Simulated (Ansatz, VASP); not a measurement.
## Mg2Sn: VASP beside Ansatz

Contents of INCAR:

```
PREC = Accurate
ENCUT = 520
EDIFF = 1E-8
ISMEAR = -1
SIGMA = 0.08
LREAL = F
LASPH = T
NELM = 120
ALGO = Normal
ISIF = 2
LWAVE = F
LCHARG = F
LEFG = T
NBANDS = 16
GGA_COMPAT = F
```

KPOINTS

```
Automatic mesh
0
Gamma
  11 11 11
```

Contents of POSCAR:

```
Mg2Sn
1.0
    0.0000000000      3.3907276572      3.3907276572
    3.3907276572      0.0000000000      3.3907276572
    3.3907276572      3.3907276572      0.0000000000
Mg Sn
2 1
Direct
    0.2500000000      0.2500000000      0.2500000000
    0.7500000000      0.7500000000      0.7500000000
    0.0000000000      0.0000000000      0.0000000000
```

Input for Ansatz:

```yaml
crystal:
  lattice:
    - [0.0, 3.3907276572, 3.3907276572]
    - [3.3907276572, 0.0, 3.3907276572]
    - [3.3907276572, 3.3907276572, 0.0]
  atoms:
    - { symbol: Mg, position: [0.25, 0.25, 0.25] }
    - { symbol: Mg, position: [0.75, 0.75, 0.75] }
    - { symbol: Sn, position: [0.0, 0.0, 0.0] }
kpoints:
  mp_grid: { grid: [11, 11, 11] }
scf:
  occupations: { method: fermi_dirac, width: 0.08 }
hamiltonian:
  xc: lda
  pseudopotentials: { kind: all_electron, datasets: crystal }
output:
  forces: true
  stress: true
  eigenvalues: true
  efg: { contact_densities: true }
```

Change from the starting cell: volume scaled by 1.01, crystal datasets.

Alike in both runs: task electric field gradients; functional LDA; k mesh 11 × 11 × 11; occupations fermi-dirac, width 0.08 eV; no spin polarisation.

```csv
,VASP,Ansatz
version,VASP 6.6.1,Ansatz 0.2.0
potentials or method,"VASP PAW LDA potentials, release 64 (Mg, Sn_d), cutoff 520 eV","all-electron PAW with datasets made for the crystal, scalar-relativistic"
```

Ansatz gave:

```
pressure (GPa) : -2.2
```

Problem. Estimate VASP's values.

Solution. Pressure (GPa): -2.5.

LDA's correlation is that of Perdew and Zunger in VASP and of Perdew and Wang (1992) in Ansatz. Ansatz ran all-electron here, and VASP with PAW potentials.
